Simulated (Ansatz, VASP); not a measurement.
## Two plane-wave programs on IrC3

```
CELL_PARAMETERS angstrom
-2.07453 2.07453 2.07453
2.07453 -2.07453 2.07453
2.07453 2.07453 -2.07453
ATOMIC_POSITIONS crystal
Ir 0.00000 0.00000 0.00000
C 0.00000 0.50000 0.50000
C 0.50000 0.00000 0.50000
C 0.50000 0.50000 0.00000
```

Alike in both runs: functional PBE; k mesh 16 × 16 × 16; occupations gaussian, width 0.1 eV; no spin polarisation.

Ansatz relaxed the structure, and its values are those at the end. VASP's run is a single point on that final structure, the one shown.

|  | VASP | Ansatz |
| --- | --- | --- |
| version | VASP 6.6.1 | Ansatz 0.2.0 |
| potentials or method | VASP PAW PBE potentials, release 64 (Ir_sv_GW, C), cutoff 600 eV | scalar-relativistic, plane waves, PAW |
| valence electrons in the cell | 29 | 29 |

```tsv
	VASP	Ansatz	Ansatz less VASP
gap on the k mesh at the Fermi level (eV)	none	none	-
pressure (GPa)	-0.4	0.0	+0.42
```

A gap of «none» marks a metal or a gap that the smearing closes.

Spin-orbit coupling is off throughout.
